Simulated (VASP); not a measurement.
# Hf2S (P-3m1) in VASP: single point with PBEsol

Aim: the single point of Hf2S with PBEsol.

All numbers are computed with VASP 6.6.1; they aren't measurements. Logs are shortened: lines on timing, memory, paths and dates and some standing lists are left out, and cuts for length are marked.

**1. The cell of the first run**

Symmetry: P-3m1, No. 164, trigonal system. Conventional cell: a = 3.347 Å, b = 3.347 Å, c = 11.514 Å, α = 90.00°, β = 90.00°, γ = 120.00°. Within 3.4 Å of Hf (site symmetry 3m) lie 3 S at 2.60 Å and 9 Hf at 3.05 to 3.35 Å. Hf (site symmetry 3m) has 3 S at 2.60 Å and 9 Hf at 2.94 to 3.35 Å within 3.4 Å. S (site symmetry 3m) has 6 Hf at 2.60 Å and 6 S at 3.35 Å within 3.4 Å.

**2. Single point, PBEsol**

INCAR

```
PREC = Accurate ; ENCUT = 520
EDIFF = 1E-6 ; ISMEAR = 0
SIGMA = 0.15 ; LREAL = False
LASPH = True ; NELM = 60
ALGO = Normal ; ISIF = 2
LWAVE = False ; LCHARG = False
GGA = PS ; NBANDS = 35
```

KPOINTS

```
Automatic mesh
0
Gamma
  16 16 4
```

POSCAR

```
Hf2S
1.0
   -3.3465310252      0.0000000000      0.0000000000
   -1.6732655126     -2.8981808824      0.0000000000
    0.0000000000      0.0000000000     11.5142358425
Hf S
4 2
Direct
    0.6666666667      0.6666666667      0.4038105664
    0.3333333333      0.3333333333      0.9103242423
    0.6666666667      0.6666666667      0.1027031094
    0.3333333333      0.3333333333      0.6092167853
    0.0000000000      1.0000000000      0.2532568379
    0.0000000000      0.0000000000      0.7597705138
```

Potentials or basis: VASP PAW PBE potentials, release 64 (Hf_pv, S).

On the command line:

```sh
$ cat potpaw_PBE.64/Hf_pv/POTCAR potpaw_PBE.64/S/POTCAR > POTCAR
$ mpirun -np 1 vasp_std > vasp.out
```

OUTCAR:

```text
PREC = Accurate
   ENCUT = 520
   EDIFF = 1E-6
   ISMEAR = 0
   LREAL = False
   LASPH = True
   NELM = 60
   ISIF = 2
   GGA = PS

 ion  position               nearest neighbor table
   1  0.667  0.667  0.404-   5 2.60   5 2.60   5 2.60   4 3.05   4 3.05   4 3.05   3 3.47
   2  0.333  0.333  0.910-   6 2.60   6 2.60   6 2.60   3 2.94   3 2.94   3 2.94   4 3.47
   3  0.667  0.667  0.103-   5 2.60   5 2.60   5 2.60   2 2.94   2 2.94   2 2.94   1 3.47
   4  0.333  0.333  0.609-   6 2.60   6 2.60   6 2.60   1 3.05   1 3.05   1 3.05   2 3.47
   5  0.000  0.000  0.253-   1 2.60   3 2.60   1 2.60   3 2.60   1 2.60   3 2.60
   6  0.000  0.000  0.760-   2 2.60   4 2.60   2 2.60   4 2.60   2 2.60   4 2.60

  LATTYP: Found a hexagonal cell.
 ALAT       =     3.3465310252
 C/A-ratio  =     3.4406481684

  Lattice vectors:

 A1 = (   1.6732655126,   2.8981808824,   0.0000000000)
 A2 = (  -3.3465310252,   0.0000000000,   0.0000000000)
 A3 = (   0.0000000000,   0.0000000000,  11.5142358425)

Analysis of symmetry for initial positions (statically):
=====================================================================
 Subroutine PRICEL returns:
 Original cell was already a primitive cell.

 Routine SETGRP: Setting up the symmetry group for a
 hexagonal supercell.

 Subroutine GETGRP returns: Found 12 space group operations
 (whereof  6 operations were pure point group operations)
 out of a pool of 24 trial point group operations.

The static configuration has the point symmetry C_3v.
 The point group associated with its full space group is D_3d.

Analysis of symmetry for dynamics (positions and initial velocities):
=====================================================================
 Subroutine PRICEL returns:
 Original cell was already a primitive cell.

 Routine SETGRP: Setting up the symmetry group for a
 hexagonal supercell.

 Subroutine GETGRP returns: Found 12 space group operations
 (whereof  6 operations were pure point group operations)
 out of a pool of 24 trial point group operations.

The dynamic configuration has the point symmetry C_3v.
 The point group associated with its full space group is D_3d.

 Subroutine INISYM returns: Found 12 space group operations
 (whereof  6 operations are pure point group operations),
 and found     1 'primitive' translations

----------------------------------------------------------------------------------------

                                     Primitive cell

  volume of cell :     111.6749

  direct lattice vectors                    reciprocal lattice vectors
    -3.346531025  0.000000000  0.000000000    -0.298816892  0.172522013  0.000000000
    -1.673265513 -2.898180882  0.000000000     0.000000000 -0.345044026  0.000000000
     0.000000000  0.000000000 11.514235842     0.000000000  0.000000000  0.086849011

  length of vectors
     3.346531025  3.346531025 11.514235842     0.345044026  0.345044026  0.086849011

  position of ions in fractional coordinates (direct lattice)
     0.666666667  0.666666667  0.403810566
     0.333333333  0.333333333  0.910324242
     0.666666667  0.666666667  0.102703109
     0.333333333  0.333333333  0.609216785
     0.000000000  0.000000000  0.253256838
     0.000000000  0.000000000  0.759770514

  ion indices of the primitive-cell ions
   primitive index   ion index
                 1           1
                 2           2
                 3           3
                 4           4
                 5           5
                 6           6

----------------------------------------------------------------------------------------

 KPOINTS: Automatic mesh

Automatic generation of k-mesh.
 Grid dimensions read from file:
 generate k-points for:   16   16    4

 Generating k-lattice:

  Cartesian coordinates                     Fractional coordinates (reciprocal lattice)
    -0.018676056  0.010782626  0.000000000     0.062500000  0.000000000  0.000000000
     0.000000000 -0.021565252  0.000000000     0.000000000  0.062500000  0.000000000
     0.000000000  0.000000000  0.021712253     0.000000000  0.000000000  0.250000000

  Length of vectors
     0.021565252  0.021565252  0.021712253

  Shift w.r.t. Gamma in fractional coordinates (k-lattice)
     0.000000000  0.000000000  0.000000000

 Subroutine IBZKPT returns following result:
 ===========================================

 Found    111 irreducible k-points:

 Following reciprocal coordinates:
            Coordinates               Weight
  0.000000  0.000000  0.000000      1.000000
  0.062500  0.000000  0.000000      6.000000
  0.125000  0.000000  0.000000      6.000000
  0.187500  0.000000  0.000000      6.000000
  0.250000  0.000000  0.000000      6.000000
  0.312500  0.000000  0.000000      6.000000
[... 16 lines left out ...]
  0.375000  0.187500  0.000000      6.000000
  0.437500  0.187500  0.000000     12.000000
 [... further k-points ...]
   k-points           NKPTS =    111   k-points in BZ     NKDIM =    111   number of bands    NBANDS=     35
   number of dos      NEDOS =    301   number of ions     NIONS =      6
   total plane-waves  NPLWV =  70560
   dimension x,y,z NGX =    28 NGY =   28 NGZ =   90
   dimension x,y,z NGXF=    56 NGYF=   56 NGZF=  180
   ions per type =               4   2
   NGX,Y,Z   is equivalent  to a cutoff of  13.91, 13.91, 12.99 a.u.
   NGXF,Y,Z  is equivalent  to a cutoff of  27.82, 27.82, 25.99 a.u.
 SYSTEM =  unknown system
   PREC   = accura    normal or accurate (medium, high low for compatibility)
   ISTART =      0    job   : 0-new  1-cont  2-samecut
   ICHARG =      2    charge: 1-file 2-atom 10-const
   ISPIN  =      1    spin polarized calculation?
   LNONCOLLINEAR =      F non collinear calculations
   LSORBIT =      F    spin-orbit coupling
   LASPH  =      T    aspherical Exc in radial PAW
   ENCUT  =  520.0 eV  38.22 Ry    6.18 a.u.   6.22  6.22 21.41*2*pi/ulx,y,z
   NELM   =     60;   NELMIN=  2; NELMDL= -5     # of ELM steps
   EDIFF  = 0.1E-05   stopping-criterion for ELM
   LREAL  =      F    real-space projection
   EDIFFG = 0.1E-04   stopping-criterion for IOM
   NSW    =      0    number of steps for IOM
   IBRION =     -1    ionic relax: 0-MD 1-quasi-New 2-CG
   NFREE  =      0    steps in history (QN), initial steepest desc. (CG)
   ISIF   =      2    stress and relaxation
   ISYM   =      2    0-nonsym 1-usesym 2-fastsym
   POTIM  = 0.5000    time-step for ionic-motion
   TEBEG  =    0.0;   TEEND  =   0.0 temperature during run
   PSTRESS=    0.0 pullay stress
   NELECT =      52.0000    total number of electrons
   NUPDOWN=      -1.0000    fix difference up-down
   EMIN   =  10.00;   EMAX   =-10.00  energy-range for DOS
   EFERMI =   0.00;   METHOD = LEGACY
   ISMEAR =     0;   SIGMA  =   0.15  broadening in eV -4-tet -1-fermi 0-gaus
   EFERMI_NEDOS =   21; number of points for ismear=-14 and -15
   IALGO  =     38    algorithm
   IMIX   =      4    mixing-type and parameters
     AMIX     =   0.40;   BMIX     =  1.00
     AMIX_MAG =   1.60;   BMIX_MAG =  1.00
  volume/ion in A,a.u.               =      18.61       125.60
  Fermi-wavevector in a.u.,A,eV,Ry     =   1.268890  2.397855 21.906508  1.610083
  Thomas-Fermi vector in A             =   2.401961
   LORBIT       =      0    0 simple, 1 ext, 2 COOP (PROOUT), +10 PAW based schemes
   GGA     = PS    functional components
   LHFCALC =     F    Hartree Fock is set to
   AEXX    =    0.0000 exact exchange contribution
   IVDW    =     0    specifies the selected vdW correction
   LEPSILON=     F    determine dielectric tensor
   LRPA    =     F    only Hartree local field effects (RPA)
 non-spin polarized calculation
 Gauss-broadening in eV      SIGMA  =   0.15
  energy-cutoff  :      520.00
  volume of cell :      111.67
 maximum number of plane-waves:      3032
 NGX is ok and might be reduce to    28
   NGX = 13   NGY = 13   NGZ = 43

 number of electron      52.0000003 magnetization

 Free energy of the ion-electron system (eV)
  ---------------------------------------------------
  ext. energy  EPLUGINS =         0.00000000
  ---------------------------------------------------
  free energy    TOTEN  =       -57.39262890 eV

  energy without entropy =      -57.36631284  energy(sigma->0) =      -57.37947087

 E-fermi :   6.5628     XC(G=0): -11.6676

 val. band max:        6.5559992338   @ k =   0.3125   0.0625   0.0000
 cond. band min:       6.5725069682   @ k =   0.0000   0.0000   0.0000
 fundamental gap:      0.0165077344
 Fermi energy:         6.5628357383

 k-point     1 :       0.0000    0.0000    0.0000
  band No.  band energies     occupation
      1     -24.6383      2.00000
      2     -24.5030      2.00000
      3     -24.1356      2.00000
      4     -24.0583      2.00000
      5     -24.0583      2.00000
      6     -23.9990      2.00000
[... 27 lines left out ...]
     34       9.4135      0.00000
     35       9.4236      0.00000

 k-point     2 :       0.0625    0.0000    0.0000
  band No.  band energies     occupation
      1     -24.6320      2.00000
      2     -24.4983      2.00000
      3     -24.1552      2.00000
      4     -24.0632      2.00000
      5     -24.0593      2.00000
      6     -24.0287      2.00000
[... 27 lines left out ...]
     34       9.2132      0.00000
     35       9.4405      0.00000

 k-point     3 :       0.1250    0.0000    0.0000
  band No.  band energies     occupation
      1     -24.6142      2.00000
      2     -24.4854      2.00000
      3     -24.2040      2.00000
      4     -24.1087      2.00000
      5     -24.0768      2.00000
      6     -24.0477      2.00000
[... 27 lines left out ...]
     34       8.9899      0.00000
     35       9.3583      0.00000

 k-point     4 :       0.1875    0.0000    0.0000
  band No.  band energies     occupation
      1     -24.5882      2.00000
      2     -24.4679      2.00000
      3     -24.2695      2.00000
      4     -24.1891      2.00000
      5     -24.0968      2.00000
      6     -24.0826      2.00000
[... 27 lines left out ...]
     34       9.2786      0.00000
     35       9.3058      0.00000

 k-point     5 :       0.2500    0.0000    0.0000
  band No.  band energies     occupation
      1     -24.5602      2.00000
      2     -24.4522      2.00000
      3     -24.3424      2.00000
      4     -24.2738      2.00000
      5     -24.1430      2.00000
      6     -24.1196      2.00000
[... 638 lines left out ...]
 k-point    22 :      -0.4375    0.1250    0.0000
  band No.  band energies     occupation
      1     -24.5168      2.00000
      2     -24.5085      2.00000
      3     -24.4657      2.00000
      4     -24.4440      2.00000
      5     -24.2473      2.00000
      6     -24.1938      2.00000
[... 27 lines left out ...]
     34      10.5960      0.00000
     35      11.2396      0.00000

 k-point    23 :       0.3750    0.1875    0.0000
  band No.  band energies     occupation
      1     -24.5281      2.00000
      2     -24.4393      2.00000
      3     -24.3928      2.00000
      4     -24.3265      2.00000
      5     -24.2578      2.00000
      6     -24.1870      2.00000
[... 27 lines left out ...]
     34       9.7711      0.00000
     35      10.1587      0.00000

 k-point    24 :       0.4375    0.1875    0.0000
  band No.  band energies     occupation
      1     -24.5138      2.00000
      2     -24.4395      2.00000
      3     -24.4292      2.00000
      4     -24.3677      2.00000
      5     -24.2908      2.00000
      6     -24.2229      2.00000
[... 27 lines left out ...]
     34      10.0857      0.00000
     35      10.7530      0.00000

 [... further k-points ...]
[... 5 lines left out ...]
  --------------------------------------------------------------------------------------
  -------------------------------------------------------------------------------------
  Total        0.4596777      0.4596777      3.0395532      0.0000000      0.0000000      0.0000000
  in kB        6.5949049      6.5949049     43.6078692      0.0000000      0.0000000      0.0000000
  external PRESSURE =      18.9325597 kB  Pullay stress =       0.0000000 kB

 VOLUME and BASIS-vectors are now :
 -----------------------------------------------------------------------------
  energy-cutoff  :      520.00
  volume of cell :      111.67
      direct lattice vectors                 reciprocal lattice vectors
    -3.346531025  0.000000000  0.000000000    -0.298816892  0.172522013  0.000000000
    -1.673265513 -2.898180882  0.000000000     0.000000000 -0.345044026  0.000000000
     0.000000000  0.000000000 11.514235842     0.000000000  0.000000000  0.086849011

 POSITION                                       TOTAL-FORCE (eV/Angst)
 -----------------------------------------------------------------------------------
     -3.34653     -1.93212      4.64957         0.000000      0.000000      0.111816
     -1.67327     -0.96606     10.48169        -0.000000     -0.000000     -1.012834
     -3.34653     -1.93212      1.18255         0.000000     -0.000000      1.012834
     -1.67327     -0.96606      7.01467        -0.000000     -0.000000     -0.111816
      0.00000      0.00000      2.91606        -0.000000      0.000000      0.086398
      0.00000      0.00000      8.74818         0.000000      0.000000     -0.086398
 -----------------------------------------------------------------------------------
    total drift:                               -0.000000     -0.000000      0.000009

  FREE ENERGIE OF THE ION-ELECTRON SYSTEM (eV)
  ---------------------------------------------------
  free  energy   TOTEN  =       -57.3926288984 eV

  energy  without entropy=      -57.3663128393  energy(sigma->0) =      -57.37947087
```

Run time: 12 min. Hardware: 1 thread of AMD EPYC 7R43 (Zen 3), shared host; peak memory 0.44 GiB.

Results:

```yaml
Free_energy: -57.3926 eV
Pressure: 1.9 GPa
Largest_force: 1.013 eV/Å
Band_gap_on_the_k_mesh: zero (band 26 reaches 6.94 eV, above the bottom of band 27 at 6.09 eV)
```

Forces in eV/Å, atoms in the order of the input:
```
Hf   0.000  0.000  0.112
Hf   0.000  0.000 -1.013
Hf   0.000  0.000  1.013
Hf   0.000  0.000 -0.112
S    0.000  0.000  0.086
S    0.000  0.000 -0.086
```

Levels at points of the mesh, in eV from the Fermi level:
```
           k point  band 23  band 24  band 25  band 26  band 27  band 28  band 29  band 30
(0.00, 0.00, 0.00)    -1.41    -0.14     0.01     0.37     0.37     0.46     0.46     0.78
(0.50, 0.00, 0.00)    -1.77    -1.29    -1.21    -0.75    -0.48     0.77     1.19     2.53
(0.00, 0.00, 0.50)    -1.25    -1.00     0.29     0.29     0.33     0.33     1.38     1.60
(0.50, 0.00, 0.50)    -1.80    -1.75    -0.98    -0.96     0.30     0.54     1.26     1.49
```

Caveat: the PAW data sets were made with another functional, which shifts forces and pressure a little; spin-orbit coupling is left out, which moves the levels of the heavy elements.
